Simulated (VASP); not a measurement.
**InSb: single point with LDA**

InSb:

```
In Sb
1.0
     0.00000    3.14193    3.23910
     3.14193    0.00000    3.23910
     3.14193    3.14193    0.00000
In Sb
1 1
Direct
  0.00000 0.00000 0.00000
  0.75000 0.75000 0.75000
```

This cell differs from its parent crystal: equal xx and yy strain of -3 %.

* Program: VASP 6.6.1
* Task: single point
* Functional: LDA
* Potentials or basis: VASP PAW LDA potentials, release 64 (In_d, Sb)
* Cutoff: 520 eV
* k mesh: 10 × 10 × 10
* Occupations: fermi-dirac, width 0.03 eV
* Spin: no spin polarisation
* Dipole correction: no
* Further INCAR settings: ALGO = Normal; EDIFF = 1e-06; NBANDS = 16

```json
{
 "Pressure": "2.6 GPa",
 "Band gap on the k mesh": "zero (filled and empty bands touch)"
}
```

Stress tensor (GPa, compression positive):
```
2.90 0.00 0.00
0.00 2.90 0.00
0.00 0.00 1.98
```

Levels at points of the mesh, in eV from the Fermi level:
| k point | band 7 | band 8 | band 9 | band 10 | band 11 | band 12 |
| --- | --- | --- | --- | --- | --- | --- |
| (0.00, 0.00, 0.00) | -0.18 | -0.08 | -0.01 | -0.01 | 2.82 | 2.82 |
| (0.50, 0.00, 0.00) | -6.04 | -1.28 | -1.07 | 0.46 | 3.64 | 3.79 |
| (0.50, 0.50, 0.00) | -6.41 | -2.44 | -2.44 | 1.19 | 1.31 | 8.33 |
| (0.50, 0.00, 0.50) | -6.26 | -2.62 | -2.60 | 1.02 | 1.07 | 8.25 |

Wall time 36 s on 1 thread of Intel(R) Xeon(R) 6975P-C (Granite Rapids), with other jobs on the host, peak memory 0.24 GiB.

Caveat: the cell differs from its parent crystal (equal xx and yy strain of -3 %); spin-orbit coupling is left out, which moves the levels of the heavy elements.
